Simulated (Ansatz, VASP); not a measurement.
## One calculation of CdS, two programs

```
CELL_PARAMETERS angstrom
4.07441 0.00000 0.00000
-2.03720 3.52854 0.00000
0.00000 0.00000 6.63756
ATOMIC_POSITIONS crystal
Cd 0.66667 0.33333 0.50044
Cd 0.33333 0.66667 0.00044
S 0.66667 0.33333 0.87656
S 0.33333 0.66667 0.37656
```

Alike in both runs: functional LDA; k mesh 6 × 6 × 4; occupations gaussian, width 0.02 eV; no spin polarisation.

Ansatz relaxed the structure, and its values are those at the end. VASP's run is a single point on that final structure, the one shown.

|  | VASP | Ansatz |
| --- | --- | --- |
| version | VASP 6.6.1 | Ansatz 0.2.0 |
| potentials or method | VASP PAW LDA potentials, release 64 (Cd, S), cutoff 520 eV | scalar-relativistic, plane waves, PAW |
| valence electrons in the cell | 36 | 52 |

Ansatz gave:

```
gap on the k mesh at the Fermi level (eV) : 1.03
least direct gap on the mesh (eV)         : 1.03
pressure (GPa)                            : 0.0
```

Q: Which values does VASP return?

A: gap on the k mesh at the Fermi level (eV): 1.05; least direct gap on the mesh (eV): 1.05; pressure (GPa): 0.5.

Ansatz warns that its potentials were made for another functional, while VASP's fit it. LDA's correlation is that of Perdew and Zunger in VASP and of Perdew and Wang (1992) in Ansatz. VASP's potentials hold 36 valence electrons a cell and Ansatz's 52, so a difference there can come from the potentials and not from the codes.
